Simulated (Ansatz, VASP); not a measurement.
**Ga8SbAs7 in VASP and in Ansatz**

File INCAR:

```
SYSTEM = Ga8SbAs7
PREC     = Accurate       ! precision mode
ENCUT    = 520            ! plane-wave cutoff, eV
EDIFF    = 1E-6           ! SCF threshold, eV
ISMEAR   = 0              ! smearing method
SIGMA    = 0.1            ! smearing width, eV
LREAL    = Auto         
LASPH    = .True.         ! aspherical terms in the spheres
NELM     = 60             ! most SCF steps
ALGO     = Normal         ! electronic algorithm
ISIF     = 2              ! what is computed and relaxed
LWAVE    = .False.        ! write WAVECAR
LCHARG   = .False.        ! write CHGCAR
GGA      = PS             ! functional
NBANDS   = 86             ! bands
```

Contents of KPOINTS:

```
regular mesh
0
Gamma
  6 6 6
  0 0 0
```

File POSCAR:

```
Ga8SbAs7
1.0
   -5.7192149056      5.7192149056      0.0000000000
   -5.7192149056      0.0000000000      5.7192149056
    0.0000000000      5.7192149056      5.7192149056
Ga Sb As
8 1 7
Direct
    0.0045377387      0.0045377387     -0.0136132161
    0.4997125885      0.0008622346     -0.0002874115
    0.0008622346      0.4997125885     -0.0002874115
    0.0045377387      0.0045377387      0.5045377387
    0.4997125885      0.4997125885     -0.0002874115
    0.4863867839      0.0045377387      0.5045377387
    0.0045377387      0.4863867839      0.5045377387
    0.4997125885      0.4997125885      0.5008622346
    0.8750000000      0.8750000000      0.3750000000
    0.3750107659      0.8749892341      0.3749892341
    0.8749892341      0.3750107659      0.3749892341
    0.8749892341      0.8749892341      0.8750107659
    0.3750107659      0.3750107659      0.3749892341
    0.3750107659      0.8749892341      0.8750107659
    0.8749892341      0.3750107659      0.8750107659
    0.3750000000      0.3750000000      0.8750000000
```

Input for Ansatz:

```yaml
crystal:
  lattice:
    - [-5.7192149056, 5.7192149056, 0.0]
    - [-5.7192149056, 0.0, 5.7192149056]
    - [0.0, 5.7192149056, 5.7192149056]
  atoms:
    - { symbol: Ga, position: [0.0045377387, 0.0045377387, -0.0136132161] }
    - { symbol: Ga, position: [0.4997125885, 0.0008622346, -0.0002874115] }
    - { symbol: Ga, position: [0.0008622346, 0.4997125885, -0.0002874115] }
    - { symbol: Ga, position: [0.0045377387, 0.0045377387, 0.5045377387] }
    - { symbol: Ga, position: [0.4997125885, 0.4997125885, -0.0002874115] }
    - { symbol: Ga, position: [0.4863867839, 0.0045377387, 0.5045377387] }
    - { symbol: Ga, position: [0.0045377387, 0.4863867839, 0.5045377387] }
    - { symbol: Ga, position: [0.4997125885, 0.4997125885, 0.5008622346] }
    - { symbol: Sb, position: [0.875, 0.875, 0.375] }
    - { symbol: As, position: [0.3750107659, 0.8749892341, 0.3749892341] }
    - { symbol: As, position: [0.8749892341, 0.3750107659, 0.3749892341] }
    - { symbol: As, position: [0.8749892341, 0.8749892341, 0.8750107659] }
    - { symbol: As, position: [0.3750107659, 0.3750107659, 0.3749892341] }
    - { symbol: As, position: [0.3750107659, 0.8749892341, 0.8750107659] }
    - { symbol: As, position: [0.8749892341, 0.3750107659, 0.8750107659] }
    - { symbol: As, position: [0.375, 0.375, 0.875] }
basis:
  ecutwfc: 420
kpoints:
  mp_grid: { grid: [6, 6, 6] }
  band_path: { path: [[0.0, 0.0, 0.0], [0.05, 0.0, 0.0]], npoints: 1 }
hamiltonian:
  xc: pbesol
scf:
  occupations: { method: gaussian, width: 0.1 }
  n_extra_bands: 11
output:
  forces: true
  stress: true
  eigenvalues: true
  write_density: true
  write_potential: true
  elf: true
  volumetric_format: npy
```

Alike in both runs: task single point; functional PBEsol; k mesh 6 × 6 × 6; occupations gaussian, width 0.1 eV; no spin polarisation.

|  | VASP | Ansatz |
| --- | --- | --- |
| version | VASP 6.6.1 | Ansatz 0.2.0 |
| potentials or method | VASP PAW PBE potentials, release 64 (Ga_d, Sb, As), cutoff 520 eV | scalar-relativistic, plane waves, PAW |
| valence electrons in the cell | 144 | 224 |

Ansatz gave:

```
pressure (GPa) : 0.0
```

Question: What did VASP give for the same quantities?

Answer: Pressure (GPa): 0.2.

VASP's potentials were made for PBE, not for PBEsol. VASP's potentials hold 144 valence electrons a cell and Ansatz's 224, so a difference there can come from the potentials and not from the codes.

Neither program's run includes spin-orbit coupling.
